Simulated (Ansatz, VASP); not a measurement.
# One calculation of Rh, two programs

File INCAR:

```
SYSTEM = Rh
ALGO = Fast
EDIFF = 1E-6
ENCUT = 520
GGA = CA
ISIF = 2
ISMEAR = 0
LASPH = .True.
LCHARG = .False.
LREAL = .False.
LWAVE = .False.
NBANDS = 14
NELM = 100
PREC = Accurate
SIGMA = 0.15
```

Contents of KPOINTS:

```
k-points
0
Gamma
  22 22 22
  0 0 0
```

File POSCAR:

```
Rh
1.0
    0.0000000000      1.7962007826      1.9404357054
    1.7962007826      0.0000000000      1.9404357054
    1.7962007826      1.7962007826      0.0000000000
Rh
1
Direct
    0.0000000000      0.0000000000      0.0000000000
```

Input for Ansatz:

```yaml
crystal:
  lattice:
    - [0.0, 1.7962007826, 1.9404357054]
    - [1.7962007826, 0.0, 1.9404357054]
    - [1.7962007826, 1.7962007826, 0.0]
  atoms:
    - { symbol: Rh, position: [0.0, 0.0, 0.0] }
basis:
  ecutwfc: 420
kpoints:
  mp_grid: { grid: [22, 22, 22] }
hamiltonian:
  xc: lda
  pseudopotentials: { kind: paw, azcp: { folder: soft_1 } }
scf:
  occupations: { method: gaussian, width: 0.15 }
output:
  forces: true
  stress: true
  eigenvalues: true
```

Alike in both runs: task single point; functional LDA; k mesh 22 × 22 × 22; occupations gaussian, width 0.15 eV; no spin polarisation.

```csv
,VASP,Ansatz
version,VASP 6.6.1,Ansatz 0.2.0
potentials or method,"VASP PAW LDA potentials, release 64 (Rh_pv), cutoff 520 eV","scalar-relativistic, plane waves, PAW"
valence electrons in the cell,15,17
```

VASP gave:

| Quantity | Value |
| --- | --- |
| gap on the k mesh at the Fermi level (eV) | none |
| pressure (GPa) | 22.1 |
| traceless stress, the component that is largest in VASP (GPa) | -17.28 |

Problem. Which values does Ansatz return?

Solution. gap on the k mesh at the Fermi level (eV): none; pressure (GPa): 21.3; traceless stress, the component that is largest in VASP (GPa): -17.28.

Ansatz warns that its potentials were made for another functional, while VASP's fit it. LDA's correlation is that of Perdew and Zunger in VASP and of Perdew and Wang (1992) in Ansatz. A gap of «none» marks a metal or a gap that the smearing closes. VASP's potentials hold 15 valence electrons a cell and Ansatz's 17, so a difference there can come from the potentials and not from the codes.
